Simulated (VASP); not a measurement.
# Nb3C2 (P-6m2) in VASP: single point with PBE

Aim: the single point of Nb3C2 with PBE.

Program: VASP 6.6.1. These are calculated values, not measurements. Logs are shortened: lines on timing, memory, paths and dates and some standing lists are left out, and cuts for length are marked.

**1. The cell of the first run**

It takes space group P-6m2 (No. 187, hexagonal). Conventional cell: a = 2.775 Å, b = 2.775 Å, c = 9.987 Å, α = 90.00°, β = 90.00°, γ = 120.00°. Within 3.0 Å of Nb (site symmetry 3m) lie 4 C at 2.26 to 2.77 Å and 7 Nb at 2.73 to 2.77 Å. Nb (site symmetry -6m2) has 8 Nb at 2.73 to 2.77 Å within 3.6 Å. Within 2.1 Å of C (site symmetry -6m2) lie 3 C at 1.60 Å. Within 2.1 Å of C (site symmetry -6m2) lie 3 C at 1.60 Å.

**2. Single point, PBE**

POSCAR reads:

```
Nb3C2
1.0
    2.7748230672      0.0000000000      0.0000000000
   -1.3874115336      2.4030672672      0.0000000000
    0.0000000000      0.0000000000      9.9866685032
Nb C
3 2
Direct
    0.6666666667      0.3333333333      0.2266140351
    0.6666666667      0.3333333333      0.7733859649
    0.6666666667      0.3333333333      0.5000000000
    0.6666666667      0.3333333333      0.0000000000
    0.0000000000      0.0000000000      0.0000000000
```

INCAR.step1 reads:

```
SYSTEM = Nb3C2
PREC = Accurate
ENCUT = 520
EDIFF = 1E-6
ISMEAR = 0
SIGMA = 0.1
LREAL = .False.
LASPH = .True.
NELM = 80
ALGO = Fast
ISIF = 2
LWAVE = .False.
LCHARG = .True.
LMAXMIX = 4
GGA = PE
NBANDS = 32
```

KPOINTS.step1 reads:

```
Automatic mesh
0
Gamma
  18 18 4
  0 0 0
```

INCAR.step2 reads:

```
SYSTEM = Nb3C2
PREC = Accurate
ENCUT = 520
EDIFF = 1E-6
ISMEAR = -5
SIGMA = 0.1
LREAL = .False.
LASPH = .True.
NELM = 80
ALGO = Fast
ISIF = 2
LWAVE = .False.
LCHARG = .False.
LMAXMIX = 4
GGA = PE
LORBIT = 10
NEDOS = 1001
ICHARG = 11
```

KPOINTS.step2 reads:

```
Automatic mesh
0
Gamma
  27 27 6
  0 0 0
```

Potentials or basis: VASP PAW PBE potentials, release 64 (Nb_sv, C).

Launch:

```sh
$ cat potpaw_PBE.64/Nb_sv/POTCAR potpaw_PBE.64/C/POTCAR > POTCAR
$ cp INCAR.step1 INCAR
$ cp KPOINTS.step1 KPOINTS
$ mpirun -np 1 vasp_std > vasp.out
$ cp INCAR.step2 INCAR
$ cp KPOINTS.step2 KPOINTS
$ mpirun -np 1 vasp_std > vasp.out
```

OUTCAR:

```text
SYSTEM = Nb3C2
   PREC = Accurate
   ENCUT = 520
   EDIFF = 1E-6
   ISMEAR = -5
   LREAL = .False.
   LASPH = .True.
   NELM = 80
   ISIF = 2
   GGA = PE
   LORBIT = 10
   ICHARG = 11

 ion  position               nearest neighbor table
   1  0.667  0.333  0.227-   4 2.26   3 2.73
   2  0.667  0.333  0.773-   4 2.26   3 2.73
   3  0.667  0.333  0.500-   1 2.73   2 2.73
   4  0.667  0.333  0.000-   5 1.60   5 1.60   5 1.60   1 2.26   2 2.26
   5  0.000  0.000  0.000-   4 1.60   4 1.60   4 1.60

  LATTYP: Found a hexagonal cell.
 ALAT       =     2.7748230672
 C/A-ratio  =     3.5990289331

  Lattice vectors:

 A1 = (   2.7748230672,   0.0000000000,   0.0000000000)
 A2 = (  -1.3874115336,   2.4030672672,   0.0000000000)
 A3 = (   0.0000000000,   0.0000000000,   9.9866685032)

Analysis of symmetry for initial positions (statically):
=====================================================================
 Subroutine PRICEL returns:
 Original cell was already a primitive cell.

 Routine SETGRP: Setting up the symmetry group for a
 hexagonal supercell.

 Subroutine GETGRP returns: Found 12 space group operations
 (whereof 12 operations were pure point group operations)
 out of a pool of 24 trial point group operations.

The static configuration has the point symmetry D_3h.

Analysis of symmetry for dynamics (positions and initial velocities):
=====================================================================
 Subroutine PRICEL returns:
 Original cell was already a primitive cell.

 Routine SETGRP: Setting up the symmetry group for a
 hexagonal supercell.

 Subroutine GETGRP returns: Found 12 space group operations
 (whereof 12 operations were pure point group operations)
 out of a pool of 24 trial point group operations.

The dynamic configuration has the point symmetry D_3h.

 Subroutine INISYM returns: Found 12 space group operations
 (whereof 12 operations are pure point group operations),
 and found     1 'primitive' translations

----------------------------------------------------------------------------------------

                                     Primitive cell

  volume of cell :      66.5920

  direct lattice vectors                    reciprocal lattice vectors
     2.774823067  0.000000000  0.000000000     0.360383338  0.208067417  0.000000000
[... 103 lines left out ...]
   TEBEG  =    0.0;   TEEND  =   0.0 temperature during run
   PSTRESS=    0.0 pullay stress
   NELECT =      47.0000    total number of electrons
   NUPDOWN=      -1.0000    fix difference up-down
   EMIN   =  10.00;   EMAX   =-10.00  energy-range for DOS
   EFERMI =   0.00;   METHOD = LEGACY
   ISMEAR =    -5;   SIGMA  =   0.10  broadening in eV -4-tet -1-fermi 0-gaus
   EFERMI_NEDOS =   21; number of points for ismear=-14 and -15
   IALGO  =     68    algorithm
   IMIX   =      4    mixing-type and parameters
     AMIX     =   0.40;   BMIX     =  1.00
     AMIX_MAG =   1.60;   BMIX_MAG =  1.00
  volume/ion in A,a.u.               =      13.32        89.88
  Fermi-wavevector in a.u.,A,eV,Ry     =   1.457584  2.754434 28.906260  2.124550
  Thomas-Fermi vector in A             =   2.574368
   LORBIT       =     10    0 simple, 1 ext, 2 COOP (PROOUT), +10 PAW based schemes
   GGA     = PE    functional components
   LHFCALC =     F    Hartree Fock is set to
   AEXX    =    0.0000 exact exchange contribution
   IVDW    =     0    specifies the selected vdW correction
   LEPSILON=     F    determine dielectric tensor
   LRPA    =     F    only Hartree local field effects (RPA)
 non-spin polarized calculation
 RMM-DIIS sequential band-by-band and
 Fermi weights with tetrahedron method with Bloechl corrections
  energy-cutoff  :      520.00
  volume of cell :       66.59
 maximum number of plane-waves:      1812
 NGX is ok and might be reduce to    24

 number of electron      47.0000003 magnetization

 Free energy of the ion-electron system (eV)
  ---------------------------------------------------
  ext. energy  EPLUGINS =         0.00000000
  ---------------------------------------------------
  free energy    TOTEN  =       -45.21473480 eV

  energy without entropy =      -45.21473480  energy(sigma->0) =      -45.21473480

 E-fermi :  11.5606     XC(G=0): -12.5154

 val. band max:       11.6495808050   @ k =   0.3333   0.1481   0.5000
 cond. band min:      11.5534262546   @ k =   0.2593   0.2222   0.3333
 fundamental gap:     -0.0961545504
 Fermi energy:        11.5606210022

 k-point     1 :       0.0000    0.0000    0.0000
  band No.  band energies     occupation
      1     -43.4873      2.00000
      2     -43.4769      2.00000
      3     -43.0937      2.00000
      4     -20.0861      2.00000
      5     -19.8312      2.00000
      6     -18.9520      2.00000
[... 733 lines left out ...]
     27      13.9234      0.00000
     28      14.0219      0.00000

 [... further k-points ...]

------------------------ aborting loop because EDIFF is reached ----------------------------------------

  FORCE on cell =-STRESS in cart. coord.  units (eV):
  Direction    XX          YY          ZZ          XY          YZ          ZX
  --------------------------------------------------------------------------------------
  -------------------------------------------------------------------------------------
  Total        0.3526743      0.3526743     -0.9239153      0.0000000      0.0000000      0.0000000
  in kB        8.4852084      8.4852084    -22.2290495      0.0000000      0.0000000      0.0000000
  external PRESSURE =      -1.7528776 kB  Pullay stress =       0.0000000 kB

 VOLUME and BASIS-vectors are now :
 -----------------------------------------------------------------------------
  energy-cutoff  :      520.00
  volume of cell :       66.59
      direct lattice vectors                 reciprocal lattice vectors
     2.774823067  0.000000000  0.000000000     0.360383338  0.208067417  0.000000000
    -1.387411534  2.403067267  0.000000000     0.000000000  0.416134835  0.000000000
     0.000000000  0.000000000  9.986668503     0.000000000  0.000000000  0.100133493

 POSITION                                       TOTAL-FORCE (eV/Angst)
 -----------------------------------------------------------------------------------
      1.38741      0.80102      2.26312        -0.000000      0.000000      0.013427
      1.38741      0.80102      7.72355        -0.000000      0.000000     -0.013427
      1.38741      0.80102      4.99333        -0.000000     -0.000000      0.000000
      1.38741      0.80102      0.00000         0.000000     -0.000000      0.000000
      0.00000      0.00000      0.00000         0.000000     -0.000000      0.000000
 -----------------------------------------------------------------------------------
    total drift:                               -0.004694      0.002710      0.000000

  FREE ENERGIE OF THE ION-ELECTRON SYSTEM (eV)
  ---------------------------------------------------
  free  energy   TOTEN  =       -45.2147348028 eV

  energy  without entropy=      -45.2147348028  energy(sigma->0) =      -45.21473480

 total charge

# of ion       s       p       d       tot
------------------------------------------
    1        2.217   6.000   2.631  10.848
    2        2.217   6.000   2.631  10.848
    3        2.230   5.978   2.677  10.885
    4        0.799   1.613   0.000   2.412
    5        0.796   1.515   0.000   2.311
--------------------------------------------------
tot          8.260  21.104   7.939  37.303
```

Wall time 60 min (1 thread of Oxide Virtual Turin-like, shared host); peak memory 0.51 GiB.

What came out:

| Item | Value |
| --- | --- |
| Valence electrons inside the program's atomic spheres | Nb 10.85, 10.88 (each value once); C 2.41, 2.31 |
